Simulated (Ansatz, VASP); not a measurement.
**P in VASP and in Ansatz**

```
CELL_PARAMETERS angstrom
2.70180 -4.29172 -0.71558
2.74116 4.30258 0.31127
-0.48077 0.70081 4.91045
ATOMIC_POSITIONS crystal
P 0.60053 0.92629 0.19504
P 0.85472 0.50489 0.76924
P 0.14979 0.57109 0.21703
P 0.44273 0.11393 0.79292
P 0.95223 0.88380 0.02577
```

Change from the starting cell: K type (Cmmm, No. 65); cell x1, atoms moved at random (sigma 0.15 Å) and cell strained at random (1.5 %), then relaxed without symmetry.

Alike in both runs: functional PBE; k mesh 6 × 6 × 4; occupations gaussian, width 0.1 eV; no spin polarisation.

Ansatz relaxed the structure, and its values are those at the end. VASP's run is a single point on that final structure, the one shown.

|  | VASP | Ansatz |
| --- | --- | --- |
| version | VASP 6.6.1 | Ansatz 0.2.0 |
| potentials or method | VASP PAW PBE potentials, release 64 (P), cutoff 520 eV | scalar-relativistic, plane waves, PAW |
| valence electrons in the cell | 25 | 25 |

```tsv
	VASP	Ansatz	Ansatz less VASP
gap on the k mesh at the Fermi level (eV)	none	none	-
pressure (GPa)	-0.3	0.0	+0.28
rms of the force components (eV/Å)	0.040	0.006	-0.0338
```

A gap of «none» marks a metal or a gap that the smearing closes.
